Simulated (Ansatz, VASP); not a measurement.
**One calculation of SrTiO3, two programs**

```
Sr Ti O
1.0
     3.93640    0.00000    0.00000
     0.00000    3.93640    0.00000
     0.00000    0.00000    3.93640
Sr Ti O
1 1 3
Cartesian
  0.0000 -0.0884 -0.0884
  1.9682 1.9682 1.9682
  0.0000 1.9682 1.9682
  1.9682 0.0000 1.9682
  1.9682 1.9682 0.0000
```

Change from the starting cell: all Sr atoms moved +0.125 Å, as atom 1 towards its neighbour atom 3 (O) at 2.783 Å.

Alike in both runs: task single point; functional PBE; k mesh 8 × 8 × 8; occupations gaussian, width 0.05 eV; no spin polarisation.

|  | VASP | Ansatz |
| --- | --- | --- |
| version | VASP 6.6.1 | Ansatz 0.2.0 |
| potentials or method | VASP PAW PBE potentials, release 64 (Sr_sv, Ti_sv, O), cutoff 520 eV | scalar-relativistic, plane waves, PAW |
| valence electrons in the cell | 40 | 40 |

```csv
,VASP,Ansatz,Ansatz less VASP
gap on the k mesh at the Fermi level (eV),1.80,1.84,+0.031
least direct gap on the mesh (eV),2.17,2.19,+0.022
pressure (GPa),1.0,0.4,-0.66
"traceless stress, the component that is largest in VASP (GPa)",0.39,0.38,-0.007
rms of the force components (eV/Å),0.152,0.148,-0.0037
```

Atom by atom the forces differ by 0.006 eV/Å (rms over components). With one functional, cell and mesh, what is left measures potentials, basis and numerics.
